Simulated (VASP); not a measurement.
The system is H2Pb.

```xyz
6
Lattice="3.5356 0.0000 0.0000 0.0000 3.5356 0.0000 0.0000 0.0000 6.1958" Properties=species:S:1:pos:R:3 pbc="T T T"
H     1.7678    0.0000    2.1860
H     1.7678    1.7678    0.0000
H     0.0000    0.0000    0.0000
H     0.0000    1.7678    4.0098
Pb    1.7678    0.0000    4.5745
Pb    0.0000    1.7678    1.6213
```

The cell was built from a structure type or drawn by symmetry, and may not be a known phase.

```yaml
Program: VASP 6.6.1
Task: relaxation of cell and atoms
Functional: PBE
Potentials_or_basis: VASP PAW PBE potentials, release 64 (H, Pb_d)
Cutoff: 600 eV
k_mesh: 6 × 6 × 4
Occupations: gaussian, width 0.1 eV
Spin: no spin polarisation
```

At the start: pressure 1.5 GPa; volume 12.91 Å³/atom.

Task: How do energy, volume and symmetry change on relaxing?

Result: Over 4 steps the energy falls by 23.2 meV/atom and the volume is 13.76 Å³/atom (+6.6 %); space group P4/nmm (No. 129, to 0.1 Å) before and after.

Step by step:
| step | energy change (eV) | largest force (eV/Å) | pressure (GPa) | volume (Å³) |
| --- | --- | --- | --- | --- |
| 1 | 0.0000 | 0.7574 | 1.49 | 77.45 |
| 2 | -0.0647 | 0.5912 | 0.79 | 78.80 |
| 3 | -0.1385 | 0.0513 | -0.04 | 82.92 |
| 4 | -0.1390 | 0.0263 | 0.04 | 82.58 |

Final structure:
```
CELL_PARAMETERS angstrom
3.64389 0.00000 0.00000
0.00000 3.64389 0.00000
0.00000 0.00000 6.21910
ATOMIC_POSITIONS crystal
H 0.50000 0.00000 0.35752
H 0.50000 0.50000 0.00000
H 0.00000 0.00000 0.00000
H 0.00000 0.50000 0.64248
Pb 0.50000 0.00000 0.76045
Pb 0.00000 0.50000 0.23955
```
